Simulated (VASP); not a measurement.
Ir:

```
CELL_PARAMETERS angstrom
2.71486 0.00000 0.00000
-1.35743 2.35114 0.00000
0.00000 0.00000 4.43337
ATOMIC_POSITIONS crystal
Ir 0.33333 0.66667 0.25000
Ir 0.66667 0.33333 0.75000
```

This isn't the form of Ir at room conditions, which is fcc.

| Property | Result |
| --- | --- |
| Program | VASP 6.6.1 |
| Task | relaxation of cell and atoms |
| Functional | LDA |
| Potentials or basis | VASP PAW LDA potentials, release 64 (Ir) |
| Cutoff | 600 eV |
| k mesh | 13 × 13 × 7 |
| Occupations | fermi-dirac, width 0.1 eV |
| Spin | no spin polarisation |

At the start: pressure -3.9 GPa; volume 14.15 Å³/atom.

Question: How do energy, volume and symmetry change on relaxing?

Answer: Over 6 steps the energy falls by 2.2 meV/atom and the volume is 14.01 Å³/atom (-1.0 %); space group P6_3/mmc (No. 194, to 0.1 Å) before and after.

Step by step:
| step | energy change (eV) | largest force (eV/Å) | pressure (GPa) | volume (Å³) |
| --- | --- | --- | --- | --- |
| 1 | 0.0000 | 0.0000 | -3.94 | 28.30 |
| 2 | 0.0565 | 0.0000 | 18.05 | 26.89 |
| 3 | -0.0040 | 0.0000 | 0.11 | 28.00 |
| 4 | -0.0040 | 0.0000 | 0.20 | 28.00 |
| 5 | -0.0043 | 0.0000 | -0.03 | 28.02 |
| 6 | -0.0044 | 0.0000 | 0.02 | 28.01 |

Final structure:
```
CELL_PARAMETERS angstrom
2.71134 0.00000 0.00000
-1.35567 2.34809 0.00000
0.00000 0.00000 4.40009
ATOMIC_POSITIONS crystal
Ir 0.33333 0.66667 0.25000
Ir 0.66667 0.33333 0.75000
```
